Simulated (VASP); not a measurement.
# PtSe2 in VASP: a series of runs, part 2 of 2

VASP 6.6.1.

## 6. Single point, PBE (uniaxial x strain +5.0%)

INCAR

```
SYSTEM = PtSe2
PREC = Accurate
ENCUT = 520
EDIFF = 1E-6
ISMEAR = -1
SIGMA = 0.02
LREAL = .False.
LASPH = .True.
NELM = 80
ALGO = Normal
ISIF = 2
LWAVE = .False.
LCHARG = .False.
GGA = PE
NBANDS = 18
```

KPOINTS

```
Automatic mesh
0
Gamma
  12 12 6
  0 0 0
```

POSCAR

```
PtSe2
1.0
    3.9150828953      0.0000000000      0.0000000000
   -1.9575414477      3.2291059479      0.0000000000
    0.0000000000      0.0000000000      5.2771565025
Pt Se
1 2
Direct
    0.0000000000      0.0000000000      0.0000000000
    0.3370209755      0.6740419509      0.2385846392
    0.6629790245      0.3259580491      0.7614153608
```

Potentials or basis: VASP PAW PBE potentials, release 64 (Pt, Se).

Run with:

```
> cat potpaw_PBE.64/Pt/POTCAR potpaw_PBE.64/Se/POTCAR > POTCAR
> mpirun -np 1 vasp_std > vasp.out
```

OUTCAR:

```text
SYSTEM = PtSe2
   PREC = Accurate
   ENCUT = 520
   EDIFF = 1E-6
   ISMEAR = -1
   LREAL = .False.
   LASPH = .True.
   NELM = 80
   ISIF = 2
   GGA = PE

 ion  position               nearest neighbor table
   1  0.000  0.000  0.000-   2 2.51   3 2.51   3 2.55   2 2.55   2 2.55   3 2.55
   2  0.337  0.674  0.239-   1 2.51   1 2.55   1 2.55
   3  0.663  0.326  0.761-   1 2.51   1 2.55   1 2.55

  Warning from LATTYP: Monoclinic adjustment (A1->A3, A2->A1, A3->A2)!
  LATTYP: Found a base centered orthorhombic cell.
 ALAT       =     3.9150828953
 B/A-ratio  =     1.6495721977
 C/A-ratio  =     1.3479041552

  Lattice vectors:

 A1 = (   1.9575414477,  -3.2291059479,   0.0000000000)
 A2 = (   1.9575414476,   3.2291059479,   0.0000000000)
 A3 = (   0.0000000000,   0.0000000000,   5.2771565025)

Analysis of symmetry for initial positions (statically):
=====================================================================
 Subroutine PRICEL returns:
 Original cell was already a primitive cell.

 Routine SETGRP: Setting up the symmetry group for a
 base centered orthorhombic supercell.

 Subroutine GETGRP returns: Found  4 space group operations
 (whereof  4 operations were pure point group operations)
 out of a pool of  8 trial point group operations.

The static configuration has the point symmetry C_2h.

Analysis of symmetry for dynamics (positions and initial velocities):
=====================================================================
 Subroutine PRICEL returns:
 Original cell was already a primitive cell.

 Routine SETGRP: Setting up the symmetry group for a
 base centered orthorhombic supercell.

 Subroutine GETGRP returns: Found  4 space group operations
 (whereof  4 operations were pure point group operations)
 out of a pool of  8 trial point group operations.

The dynamic configuration has the point symmetry C_2h.

 Subroutine INISYM returns: Found  4 space group operations
 (whereof  4 operations are pure point group operations),
 and found     1 'primitive' translations

----------------------------------------------------------------------------------------

                                     Primitive cell

  volume of cell :      66.7150

  direct lattice vectors                    reciprocal lattice vectors
     3.915082895  0.000000000  0.000000000     0.255422433  0.154841621  0.000000000
    -1.957541448  3.229105948  0.000000000     0.000000000  0.309683242  0.000000000
     0.000000000  0.000000000  5.277156502     0.000000000  0.000000000  0.189495991

  length of vectors
     3.915082895  3.776121521  5.277156502     0.298691391  0.309683242  0.189495991

  position of ions in fractional coordinates (direct lattice)
     0.000000000  0.000000000  0.000000000
     0.337020976  0.674041951  0.238584639
     0.662979024  0.325958049  0.761415361

  ion indices of the primitive-cell ions
   primitive index   ion index
                 1           1
                 2           2
                 3           3

----------------------------------------------------------------------------------------

 KPOINTS: Automatic mesh

Automatic generation of k-mesh.
 Grid dimensions read from file:
 generate k-points for:   12   12    6

 Generating k-lattice:

  Cartesian coordinates                     Fractional coordinates (reciprocal lattice)
     0.021285203  0.012903468  0.000000000     0.083333333 -0.000000000  0.000000000
     0.000000000  0.025806937  0.000000000     0.000000000  0.083333333  0.000000000
     0.000000000  0.000000000  0.031582665     0.000000000  0.000000000  0.166666667

  Length of vectors
     0.024890949  0.025806937  0.031582665

  Shift w.r.t. Gamma in fractional coordinates (k-lattice)
     0.000000000  0.000000000  0.000000000

 Subroutine IBZKPT returns following result:
 ===========================================

 Found    242 irreducible k-points:

 Following reciprocal coordinates:
            Coordinates               Weight
  0.000000  0.000000  0.000000      1.000000
  0.083333  0.000000  0.000000      4.000000
  0.166667  0.000000  0.000000      4.000000
  0.250000  0.000000  0.000000      4.000000
  0.333333  0.000000  0.000000      4.000000
  0.416667  0.000000  0.000000      4.000000
[... 16 lines left out ...]
  0.333333  0.166667  0.000000      4.000000
  0.416667  0.166667  0.000000      4.000000
 [... further k-points ...]
   k-points           NKPTS =    242   k-points in BZ     NKDIM =    242   number of bands    NBANDS=     18
   number of dos      NEDOS =    301   number of ions     NIONS =      3
   total plane-waves  NPLWV =  33600
   dimension x,y,z NGX =    30 NGY =   28 NGZ =   40
   dimension x,y,z NGXF=    60 NGYF=   56 NGZF=   80
   ions per type =               1   2
   NGX,Y,Z   is equivalent  to a cutoff of  12.74, 12.33, 12.60 a.u.
   NGXF,Y,Z  is equivalent  to a cutoff of  25.48, 24.65, 25.20 a.u.
 SYSTEM =  PtSe2
   PREC   = accura    normal or accurate (medium, high low for compatibility)
   ISTART =      0    job   : 0-new  1-cont  2-samecut
   ICHARG =      2    charge: 1-file 2-atom 10-const
   ISPIN  =      1    spin polarized calculation?
   LNONCOLLINEAR =      F non collinear calculations
   LSORBIT =      F    spin-orbit coupling
   LASPH  =      T    aspherical Exc in radial PAW
   ENCUT  =  520.0 eV  38.22 Ry    6.18 a.u.   7.28  7.02  9.81*2*pi/ulx,y,z
   NELM   =     80;   NELMIN=  2; NELMDL= -5     # of ELM steps
   EDIFF  = 0.1E-05   stopping-criterion for ELM
   LREAL  =      F    real-space projection
   EDIFFG = 0.1E-04   stopping-criterion for IOM
   NSW    =      0    number of steps for IOM
   IBRION =     -1    ionic relax: 0-MD 1-quasi-New 2-CG
   NFREE  =      0    steps in history (QN), initial steepest desc. (CG)
   ISIF   =      2    stress and relaxation
   ISYM   =      2    0-nonsym 1-usesym 2-fastsym
   POTIM  = 0.5000    time-step for ionic-motion
   TEBEG  =    0.0;   TEEND  =   0.0 temperature during run
   PSTRESS=    0.0 pullay stress
   NELECT =      22.0000    total number of electrons
   NUPDOWN=      -1.0000    fix difference up-down
   EMIN   =  10.00;   EMAX   =-10.00  energy-range for DOS
   EFERMI =   0.00;   METHOD = LEGACY
   ISMEAR =    -1;   SIGMA  =   0.02  broadening in eV -4-tet -1-fermi 0-gaus
   EFERMI_NEDOS =   21; number of points for ismear=-14 and -15
   IALGO  =     38    algorithm
   IMIX   =      4    mixing-type and parameters
     AMIX     =   0.40;   BMIX     =  1.00
     AMIX_MAG =   1.60;   BMIX_MAG =  1.00
  volume/ion in A,a.u.               =      22.24       150.07
  Fermi-wavevector in a.u.,A,eV,Ry     =   1.131031  2.137339 17.405007  1.279232
  Thomas-Fermi vector in A             =   2.267729
   LORBIT       =      0    0 simple, 1 ext, 2 COOP (PROOUT), +10 PAW based schemes
   GGA     = PE    functional components
   LHFCALC =     F    Hartree Fock is set to
   AEXX    =    0.0000 exact exchange contribution
   IVDW    =     0    specifies the selected vdW correction
   LEPSILON=     F    determine dielectric tensor
   LRPA    =     F    only Hartree local field effects (RPA)
 non-spin polarized calculation
  energy-cutoff  :      520.00
  volume of cell :       66.71
 maximum number of plane-waves:      1816
 NGX is ok and might be reduce to    30
   NGX = 15   NGY = 15   NGZ = 19

 number of electron      21.9999998 magnetization

 Free energy of the ion-electron system (eV)
  ---------------------------------------------------
  ext. energy  EPLUGINS =         0.00000000
  ---------------------------------------------------
  free energy    TOTEN  =       -14.24061577 eV

  energy without entropy =      -14.23996986  energy(sigma->0) =      -14.24029281

 E-fermi :   5.4211     XC(G=0): -10.1250

 val. band max:        5.4192851517   @ k =  -0.3333   0.0000   0.3333
 cond. band min:       5.4277402425   @ k =   0.3333   0.3333   0.0000
 fundamental gap:      0.0084550909
 Fermi energy:         5.4211011682

 k-point     1 :       0.0000    0.0000    0.0000
  band No.  band energies     occupation
      1      -9.7446      2.00000
      2      -7.3514      2.00000
      3      -1.1202      2.00000
      4      -0.7297      2.00000
      5      -0.6615      2.00000
      6       1.5870      2.00000
[... 10 lines left out ...]
     17      12.9081      0.00000
     18      16.2269      0.00000
[... 463 lines left out ...]
 k-point    24 :       0.4167    0.1667    0.0000
  band No.  band energies     occupation
      1      -8.1808      2.00000
      2      -7.9751      2.00000
      3      -1.2754      2.00000
      4      -0.2057      2.00000
      5       0.4437      2.00000
      6       0.9492      2.00000
[... 10 lines left out ...]
     17      14.6458      0.00000
     18      14.7003      0.00000

 [... further k-points ...]
[... 5 lines left out ...]
  --------------------------------------------------------------------------------------
  -------------------------------------------------------------------------------------
  Total       -1.5113048      0.6608018      0.4758338     -0.0000000      0.2663207     -0.0000000
  in kB      -36.2943823     15.8693298     11.4272750     -0.0000000      6.3957617     -0.0000000
  external PRESSURE =      -2.9992592 kB  Pullay stress =       0.0000000 kB

 VOLUME and BASIS-vectors are now :
 -----------------------------------------------------------------------------
  energy-cutoff  :      520.00
  volume of cell :       66.71
      direct lattice vectors                 reciprocal lattice vectors
     3.915082895  0.000000000  0.000000000     0.255422433  0.154841621  0.000000000
    -1.957541448  3.229105948  0.000000000     0.000000000  0.309683242  0.000000000
     0.000000000  0.000000000  5.277156502     0.000000000  0.000000000  0.189495991

 POSITION                                       TOTAL-FORCE (eV/Angst)
 -----------------------------------------------------------------------------------
      0.00000      0.00000      0.00000         0.000000      0.000000      0.000000
      0.00000      2.17655      1.25905        -0.000000      0.028545      0.113905
      1.95754      1.05255      4.01811         0.000000     -0.028545     -0.113905
 -----------------------------------------------------------------------------------
    total drift:                                0.000000      0.000000     -0.000000

  FREE ENERGIE OF THE ION-ELECTRON SYSTEM (eV)
  ---------------------------------------------------
  free  energy   TOTEN  =       -14.2406157705 eV

  energy  without entropy=      -14.2399698592  energy(sigma->0) =      -14.24029281
```

stdout:

```text
POSCAR found type information on POSCAR PtSe
 POSCAR found :  2 types and       3 ions
 scaLAPACK will be used
 LDA part: xc-table for (Slater+PW92), standard interpolation
 POSCAR, INCAR and KPOINTS ok, starting setup
 FFT: planning ... GRIDC
 FFT: planning ... GRID_SOFT
 FFT: planning ... GRID
 WAVECAR not read
 entering main loop
```

It took 5.9 min on 1 thread of Intel Xeon 8259CL, shared host; peak memory 0.4 GiB.

Results:

```
Free energy            : -14.2406 eV
Pressure               : -0.3 GPa
Largest force          : 0.117 eV/Å
Band gap on the k mesh : zero (bands 11 and 12 overlap by 0.17 eV)
```

Forces in eV/Å, atoms in the order of the input:
```
Pt   0.000  0.000  0.000
Se   0.000  0.029  0.114
Se   0.000 -0.029 -0.114
```

Caveat: the cell differs from its parent crystal (uniaxial x strain +5.0%); spin-orbit coupling is left out, which moves the levels of the heavy elements.

## 7. Single point, HSE06 (epitaxial xy strain +3.0%)

POSCAR

```
PtSe2
1.0
    3.8405098878      0.0000000000      0.0000000000
   -1.9202549439      3.3259791263      0.0000000000
    0.0000000000      0.0000000000      4.9607485746
Pt Se
1 2
Direct
    0.0000000000      0.0000000000      0.0000000000
    0.3333333333      0.6666666667      0.2503069593
    0.6666666667      0.3333333333      0.7496930407
```

INCAR.step1

```
PREC     = Accurate       # precision mode
ENCUT    = 400            # plane-wave cutoff, eV
EDIFF    = 1E-5           # SCF threshold, eV
ISMEAR   = -1             # smearing method
SIGMA    = 0.02           # smearing width, eV
LREAL    = F              # projectors in reciprocal space
LASPH    = T              # aspherical terms in the spheres
NELM     = 120            # most SCF steps
ALGO     = Normal         # electronic algorithm
ISIF     = 2              # what is computed and relaxed
LWAVE    = T              # write WAVECAR
LCHARG   = F              # write CHGCAR
GGA      = PE             # functional
NBANDS   = 18             # bands
GGA_COMPAT= F
```

INCAR.step2

```
PREC     = Accurate       # precision mode
ENCUT    = 400            # plane-wave cutoff, eV
EDIFF    = 1E-6           # SCF threshold, eV
ISMEAR   = -1             # smearing method
SIGMA    = 0.02           # smearing width, eV
LREAL    = F              # projectors in reciprocal space
LASPH    = T              # aspherical terms in the spheres
NELM     = 120            # most SCF steps
ALGO     = Normal         # electronic algorithm
ISIF     = 2              # what is computed and relaxed
LWAVE    = F              # write WAVECAR
LCHARG   = F              # write CHGCAR
GGA      = PE             # functional
LHFCALC  = T              # exact exchange
HFSCREEN = 0.2079         # screening, 1/A
PRECFOCK = Normal       
ISTART   = 1            
NBANDS   = 18             # bands
GGA_COMPAT= F
```

KPOINTS

```
regular mesh
0
Gamma
  6 6 4
```

Run with:

```
> cat potpaw_PBE.64/Pt/POTCAR potpaw_PBE.64/Se/POTCAR > POTCAR
> cp INCAR.step1 INCAR
> mpirun -np 1 vasp_std > vasp.out
> cp INCAR.step2 INCAR
> mpirun -np 1 vasp_std > vasp.out
```

It took 32 min on 1 thread of Intel Xeon 6975P-C (Granite Rapids), shared host; peak memory 0.29 GiB.

It converged, with:

| Item | Value |
| --- | --- |
| Free energy | -17.1320 eV |
| Pressure | -4.3 GPa |
| Largest force | 0.288 eV/Å |
| Band gap on the k mesh | zero (bands 11 and 12 overlap by 0.36 eV) |

Forces on the atoms (eV/Å):
```
Pt   0.000  0.000  0.000
Se   0.000  0.000 -0.288
Se   0.000  0.000  0.288
```

Stress tensor (GPa, compression positive):
```
-6.27  0.00  0.00
 0.00 -6.27  0.00
 0.00  0.00 -0.30
```

Levels at points of the mesh, in eV from the Fermi level:
```tsv
k point	band 9	band 10	band 11	band 12	band 13	band 14
(0.00, 0.00, 0.00)	-1.51	-1.51	0.39	1.40	1.40	3.84
(0.50, 0.00, 0.00)	-4.23	-3.99	-3.58	0.74	2.58	5.06
(0.00, 0.00, 0.50)	-2.32	-2.00	-2.00	2.39	2.39	5.29
(0.50, 0.00, 0.50)	-4.01	-3.41	-1.54	1.02	1.49	5.23
```

Caveat: the cell differs from its parent crystal (epitaxial xy strain +3.0%); the cell stands under tension; the PAW data sets were made with another functional, which shifts forces and pressure a little; spin-orbit coupling is left out, which moves the levels of the heavy elements.

## 8. Overview

```tsv
level	cell	k mesh	cutoff (eV)	grid for exact exchange (PRECFOCK)	share of exact exchange	screening parameter	gap on the mesh (eV)	pressure (GPa)	largest force (eV/Å)
PBE	a = 3.729, b = 3.729, c = 5.224 Å, angles 90.0, 90.0, 120.0°, 3 atoms, atomic positions A	12 × 12 × 6	520	-	-	-	none	4.1	0.18
PBE	a = 3.729, b = 3.729, c = 5.277 Å, angles 90.0, 90.0, 120.0°, 3 atoms, atomic positions A	12 × 12 × 6	520	-	-	-	none	3.8	0.17
r2SCAN	a = 3.729, b = 3.729, c = 5.224 Å, angles 90.0, 90.0, 120.0°, 3 atoms, atomic positions A	12 × 12 × 6	520	-	-	-	none	1.7	0.02
r2SCAN	a = 3.729, b = 3.729, c = 5.277 Å, angles 90.0, 90.0, 120.0°, 3 atoms, atomic positions A	12 × 12 × 6	520	-	-	-	none	1.4	0.02
PBE	a = 3.915, b = 3.776, c = 5.277 Å, angles 90.0, 90.0, 121.2°, 3 atoms, atomic positions B	12 × 12 × 6	520	-	-	-	none	-0.3	0.12
HSE06	a = 3.841, b = 3.841, c = 4.961 Å, angles 90.0, 90.0, 120.0°, 3 atoms, atomic positions A	6 × 6 × 4	400	Normal	0.25	0.2079 1/Å	none	-4.3	0.29
```

Alike in all rows: task single point; potentials or basis VASP PAW PBE potentials, release 64 (Pt, Se); no spin polarisation; smearing fermi-dirac 0.02 eV.

Caveats: spin-orbit coupling is left out, which moves the levels of the heavy elements; the PAW data sets were made with another functional, which shifts forces and pressure a little (at least some runs); the cell stands under pressure (at least some runs); the cell stands under tension (at least some runs).

Absolute energies hang on the potentials; compare differences alone.
